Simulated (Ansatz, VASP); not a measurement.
**Br: VASP beside Ansatz**

```
Br
1.0
    -1.28677    1.72000    3.57799
     1.28677   -1.72000    3.57799
     1.28677    1.72000   -3.57799
Br
1
Direct
  0.00000 0.00000 0.00000
```

Alike in both runs: task single point; functional BLYP; k mesh 4 × 4 × 4; occupations gaussian, width 0.091 eV; no spin polarisation.

|  | VASP | Ansatz |
| --- | --- | --- |
| version | VASP 6.6.1 | Ansatz 0.2.0 |
| potentials or method | VASP PAW PBE potentials, release 64 (Br), cutoff 500 eV | scalar-relativistic, plane waves, PAW |
| valence electrons in the cell | 7 | 7 |

VASP gave:

| Item | Value |
| --- | --- |
| gap on the k mesh at the Fermi level (eV) | none |
| pressure (GPa) | 5.9 |
| traceless stress, the component that is largest in VASP (GPa) | 10.88 |

What did Ansatz give for the same quantities?

gap on the k mesh at the Fermi level (eV): none; pressure (GPa): 5.8; traceless stress, the component that is largest in VASP (GPa): 10.73.

VASP's potentials were made for PBE, not for BLYP. A gap of «none» marks a metal or a gap that the smearing closes. With one functional, cell and mesh, what is left measures potentials, basis and numerics.

The k mesh is coarse, so the values compare programs but aren't converged.
